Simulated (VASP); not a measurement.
# Fe (Cmcm) in VASP: single point with PBEsol

Aim: the single point of Fe with PBEsol.

Everything below comes from runs of VASP 6.6.1. Logs are shortened: lines on timing, memory, paths and dates and some standing lists are left out, and cuts for length are marked.

### Step 1. The cell of the first run

It takes space group Cmcm (No. 63, orthorhombic). Conventional cell: a = 2.396 Å, b = 4.178 Å, c = 3.818 Å, α = 90.00°, β = 90.00°, γ = 90.00°. Fe (site symmetry m2m) has 12 Fe at 2.36 to 2.41 Å within 3.1 Å.

This isn't the form of Fe at room conditions, which is bcc.

### Step 2. Single point, PBEsol, collinear spin, antiferromagnetic start (9.55 Å³/atom)

Input file INCAR:

```
  PREC = Accurate
  ENCUT = 520
  EDIFF = 1E-6
  ISMEAR = 0
  SIGMA = 0.05
  LREAL = False
  LASPH = True
  NELM = 150
  ALGO = Normal
  ISIF = 2
  LWAVE = False
  LCHARG = False
  ISPIN = 2
  MAGMOM = 0.92 -0.92 -0.92 0.92
  LORBIT = 11
  LMAXMIX = 4
  GGA = PS
  NBANDS = 28
```

Input file KPOINTS:

```
Automatic mesh
0
Gamma
  18 12 10
```

Input file POSCAR:

```
Fe
1.0
   -2.3956333781      0.0000000000      0.0000000000
    0.0000000000      0.0000000000     -3.8182365292
    0.0000000000     -4.1778412480      0.0000000000
Fe
4
Direct
    0.0000000000     -0.2500000000     -0.3346460314
   -0.5000000000     -0.7500000000     -0.1653535877
    0.5000000000     -0.2500000000      0.1653535877
    0.0000000000     -0.7500000000      0.3346460314
```

Potentials or basis: VASP PAW PBE potentials, release 64 (Fe).

Command:

```console
$ cat potpaw_PBE.64/Fe/POTCAR > POTCAR
$ mpirun -np 1 vasp_std > vasp.out
```

OUTCAR:

```text
PREC = Accurate
   ENCUT = 520
   EDIFF = 1E-6
   ISMEAR = 0
   LREAL = False
   LASPH = True
   NELM = 150
   ISIF = 2
   ISPIN = 2
   LORBIT = 11
   GGA = PS

 ion  position               nearest neighbor table
   1  0.000  0.750  0.665-   4 2.36   4 2.36   2 2.36   2 2.36   2 2.36   2 2.36   3 2.41   3 2.41
                             3 2.41   3 2.41
   2  0.500  0.250  0.835-   3 2.36   3 2.36   1 2.36   1 2.36   1 2.36   1 2.36   4 2.41   4 2.41
                             4 2.41   4 2.41
   3  0.500  0.750  0.165-   2 2.36   2 2.36   4 2.36   4 2.36   4 2.36   4 2.36   1 2.41   1 2.41
                             1 2.41   1 2.41
   4  0.000  0.250  0.335-   1 2.36   1 2.36   3 2.36   3 2.36   3 2.36   3 2.36   2 2.41   2 2.41
                             2 2.41   2 2.41

  LATTYP: Found a simple orthorhombic cell.
 ALAT       =     2.3956333781
 B/A-ratio  =     1.5938317458
 C/A-ratio  =     1.7439401564

  Lattice vectors:

 A1 = (  -2.3956333781,   0.0000000000,   0.0000000000)
 A2 = (   0.0000000000,   0.0000000000,  -3.8182365292)
 A3 = (   0.0000000000,  -4.1778412480,   0.0000000000)

Analysis of symmetry for initial positions (statically):
=====================================================================
 Subroutine PRICEL returns following result:

  LATTYP: Found a base centered orthorhombic cell.
 ALAT       =     2.3956333781
 B/A-ratio  =     1.7439401564
 C/A-ratio  =     1.5938317458
[... 12 lines left out ...]
 Subroutine GETGRP returns: Found  8 space group operations
 (whereof  4 operations were pure point group operations)
 out of a pool of  8 trial point group operations.

The static configuration has the point symmetry C_2h.
 The point group associated with its full space group is D_2h.

Analysis of symmetry for dynamics (positions and initial velocities):
=====================================================================
 Subroutine PRICEL returns following result:

  LATTYP: Found a base centered orthorhombic cell.
 ALAT       =     2.3956333781
 B/A-ratio  =     1.7439401564
 C/A-ratio  =     1.5938317458
[... 12 lines left out ...]
 Subroutine GETGRP returns: Found  8 space group operations
 (whereof  4 operations were pure point group operations)
 out of a pool of  8 trial point group operations.

The dynamic configuration has the point symmetry C_2h.
 The point group associated with its full space group is D_2h.

Analysis of structural, dynamic, and magnetic symmetry:
=====================================================================
 Subroutine PRICEL returns following result:

  LATTYP: Found a base centered orthorhombic cell.
 ALAT       =     2.3956333781
 B/A-ratio  =     1.7439401564
 C/A-ratio  =     1.5938317458
[... 12 lines left out ...]
 Subroutine GETGRP returns: Found  8 space group operations
 (whereof  4 operations were pure point group operations)
 out of a pool of  8 trial point group operations.

The overall configuration has the point symmetry C_2h.
 The point group associated with its full space group is D_2h.

 Subroutine INISYM returns: Found  8 space group operations
 (whereof  4 operations are pure point group operations),
 and found     2 'primitive' translations

----------------------------------------------------------------------------------------

                                     Primitive cell

  volume of cell :      19.1076

  direct lattice vectors                    reciprocal lattice vectors
    -1.197816689 -2.088919033  0.000000000    -0.417426461 -0.239358066  0.000000000
    -1.197816689  2.088922215  0.000000000    -0.417425825  0.239358066  0.000000000
     0.000000000  0.000000000 -3.818236529     0.000000000  0.000000000 -0.261901009

  length of vectors
     2.407975819  2.407978580  3.818236529     0.481183056  0.481182504  0.261901009

  position of ions in fractional coordinates (direct lattice)
     0.665353969  0.334646031  0.750000000
     0.334646031  0.665353969  0.250000000

  ion indices of the primitive-cell ions
   primitive index   ion index
                 1           1
                 2           4

----------------------------------------------------------------------------------------

[... 27 lines left out ...]
  0.055556  0.000000  0.000000      2.000000
  0.111111  0.000000  0.000000      2.000000
  0.166667  0.000000  0.000000      2.000000
  0.222222  0.000000  0.000000      2.000000
  0.277778  0.000000  0.000000      2.000000
[... 16 lines left out ...]
  0.111111  0.166667  0.000000      4.000000
  0.166667  0.166667  0.000000      4.000000
 [... further k-points ...]
   k-points           NKPTS =    420   k-points in BZ     NKDIM =    420   number of bands    NBANDS=     28
   number of dos      NEDOS =    301   number of ions     NIONS =      4
   total plane-waves  NPLWV =  16128
   dimension x,y,z NGX =    18 NGY =   28 NGZ =   32
   dimension x,y,z NGXF=    36 NGYF=   56 NGZF=   64
   ions per type =               4
   NGX,Y,Z   is equivalent  to a cutoff of  12.49, 12.19, 12.73 a.u.
   NGXF,Y,Z  is equivalent  to a cutoff of  24.98, 24.38, 25.47 a.u.
 SYSTEM =  unknown system
   PREC   = accura    normal or accurate (medium, high low for compatibility)
   ISTART =      0    job   : 0-new  1-cont  2-samecut
   ICHARG =      2    charge: 1-file 2-atom 10-const
   ISPIN  =      2    spin polarized calculation?
   LNONCOLLINEAR =      F non collinear calculations
   LSORBIT =      F    spin-orbit coupling
   LASPH  =      T    aspherical Exc in radial PAW
   ENCUT  =  520.0 eV  38.22 Ry    6.18 a.u.   4.45  7.10  7.77*2*pi/ulx,y,z
   NELM   =    150;   NELMIN=  2; NELMDL= -5     # of ELM steps
   EDIFF  = 0.1E-05   stopping-criterion for ELM
   LREAL  =      F    real-space projection
   EDIFFG = 0.1E-04   stopping-criterion for IOM
   NSW    =      0    number of steps for IOM
   IBRION =     -1    ionic relax: 0-MD 1-quasi-New 2-CG
   NFREE  =      0    steps in history (QN), initial steepest desc. (CG)
   ISIF   =      2    stress and relaxation
   ISYM   =      2    0-nonsym 1-usesym 2-fastsym
   POTIM  = 0.5000    time-step for ionic-motion
   TEBEG  =    0.0;   TEEND  =   0.0 temperature during run
   PSTRESS=    0.0 pullay stress
   NELECT =      32.0000    total number of electrons
   NUPDOWN=      -1.0000    fix difference up-down
   EMIN   =  10.00;   EMAX   =-10.00  energy-range for DOS
   EFERMI =   0.00;   METHOD = LEGACY
   ISMEAR =     0;   SIGMA  =   0.05  broadening in eV -4-tet -1-fermi 0-gaus
   EFERMI_NEDOS =   21; number of points for ismear=-14 and -15
   IALGO  =     38    algorithm
   IMIX   =      4    mixing-type and parameters
     AMIX     =   0.40;   BMIX     =  1.00
     AMIX_MAG =   1.60;   BMIX_MAG =  1.00
  volume/ion in A,a.u.               =       9.55        64.47
  Fermi-wavevector in a.u.,A,eV,Ry     =   1.543049  2.915940 32.395485  2.381001
  Thomas-Fermi vector in A             =   2.648767
   LORBIT       =     11    0 simple, 1 ext, 2 COOP (PROOUT), +10 PAW based schemes
   GGA     = PS    functional components
   LHFCALC =     F    Hartree Fock is set to
   AEXX    =    0.0000 exact exchange contribution
   IVDW    =     0    specifies the selected vdW correction
   LEPSILON=     F    determine dielectric tensor
   LRPA    =     F    only Hartree local field effects (RPA)
 spin polarized calculation
 Gauss-broadening in eV      SIGMA  =   0.05
  energy-cutoff  :      520.00
  volume of cell :       38.22
 maximum number of plane-waves:      1052
 NGX is ok and might be reduce to    18
   NGX =  9   NGY = 15   NGZ = 15

 number of electron      32.0000000 magnetization      -0.0000000

 number of electron      32.0000001 magnetization       0.0000000

 Free energy of the ion-electron system (eV)
  ---------------------------------------------------
  ext. energy  EPLUGINS =         0.00000000
  ---------------------------------------------------
  free energy    TOTEN  =       -35.73027657 eV

  energy without entropy =      -35.72538495  energy(sigma->0) =      -35.72783076

 E-fermi :   7.5300     XC(G=0): -14.3319

 val. band max:        7.5298787859   @ k =   0.0556   0.5000   0.0000
 cond. band min:       7.5306351224   @ k =   0.4444   0.2500   0.2000
 fundamental gap:      0.0007563365
 Fermi energy:         7.5300376865

 spin component 1

 k-point     1 :       0.0000    0.0000    0.0000
  band No.  band energies     occupation
      1      -1.8365      1.00000
      2       2.1338      1.00000
      3       2.5233      1.00000
      4       2.7222      1.00000
      5       2.9531      1.00000
      6       5.2219      1.00000
[... 733 lines left out ...]
     27      19.3486      0.00000
     28      20.6560      0.00000

 [... further k-points ...]

 spin component 2

 k-point     1 :       0.0000    0.0000    0.0000
  band No.  band energies     occupation
      1      -1.8365      1.00000
      2       2.1338      1.00000
      3       2.5233      1.00000
      4       2.7222      1.00000
      5       2.9531      1.00000
      6       5.2219      1.00000
[... 733 lines left out ...]
     27      19.3486      0.00000
     28      20.6560      0.00000

 [... further k-points ...]

------------------------ aborting loop because EDIFF is reached ----------------------------------------

  FORCE on cell =-STRESS in cart. coord.  units (eV):
  Direction    XX          YY          ZZ          XY          YZ          ZX
  --------------------------------------------------------------------------------------
  -------------------------------------------------------------------------------------
  Total        2.4981756      2.5606052      2.5081089      0.0000000      0.0000000      0.0000000
  in kB      104.7365892    107.3539660    105.1530449      0.0000000      0.0000000      0.0000000
  external PRESSURE =     105.7478667 kB  Pullay stress =       0.0000000 kB

 VOLUME and BASIS-vectors are now :
 -----------------------------------------------------------------------------
  energy-cutoff  :      520.00
  volume of cell :       38.22
      direct lattice vectors                 reciprocal lattice vectors
    -2.395633378  0.000000000  0.000000000    -0.417426143  0.000000000  0.000000000
     0.000000000  0.000000000 -3.818236529     0.000000000  0.000000000 -0.261901009
     0.000000000 -4.177841248  0.000000000     0.000000000 -0.239358066  0.000000000

 POSITION                                       TOTAL-FORCE (eV/Angst)
 -----------------------------------------------------------------------------------
      0.00000     -2.77974     -2.86368         0.000000      0.007314      0.000000
     -1.19782     -3.48702     -0.95456         0.000000     -0.007314      0.000000
     -1.19782     -0.69082     -2.86368         0.000000      0.007314      0.000000
      0.00000     -1.39810     -0.95456         0.000000     -0.007314     -0.000000
 -----------------------------------------------------------------------------------
    total drift:                               -0.000000     -0.000000     -0.000000

  FREE ENERGIE OF THE ION-ELECTRON SYSTEM (eV)
  ---------------------------------------------------
  free  energy   TOTEN  =       -35.7302765704 eV

  energy  without entropy=      -35.7253849488  energy(sigma->0) =      -35.72783076

 total charge

# of ion       s       p       d       tot
------------------------------------------
    1        0.573   0.714   6.404   7.692
    2        0.573   0.714   6.404   7.692
    3        0.573   0.714   6.404   7.692
    4        0.573   0.714   6.404   7.692
--------------------------------------------------
tot          2.294   2.856  25.618  30.767

 magnetization (x)

# of ion       s       p       d       tot
------------------------------------------
    1        0.006   0.011   0.529   0.547
    2       -0.006  -0.011  -0.529  -0.547
    3       -0.006  -0.011  -0.529  -0.547
    4        0.006   0.011   0.529   0.547
--------------------------------------------------
tot          0.000   0.000   0.000   0.000
```

Wall time 19 min (1 thread of Oxide Virtual Turin-like, shared host); peak memory 0.59 GiB.

What came out:

- Free energy: -35.7303 eV
- Pressure: 10.6 GPa
- Largest force: 0.007 eV/Å
- Band gap on the k mesh: zero (filled and empty bands overlap)
- Net moment: 0.00 μB per cell
- Site moments: Fe +0.55, -0.55 (each value once) μB
- Valence electrons inside the program's atomic spheres: Fe 7.69

Forces on the atoms (eV/Å):
```
Fe   0.000  0.007  0.000
Fe   0.000 -0.007  0.000
Fe   0.000  0.007  0.000
Fe   0.000 -0.007  0.000
```

Caveat: the cell stands under pressure; the antiferromagnetic order is the one typed at the start, and another may lie lower; the PAW data sets were made with another functional, which shifts forces and pressure a little.
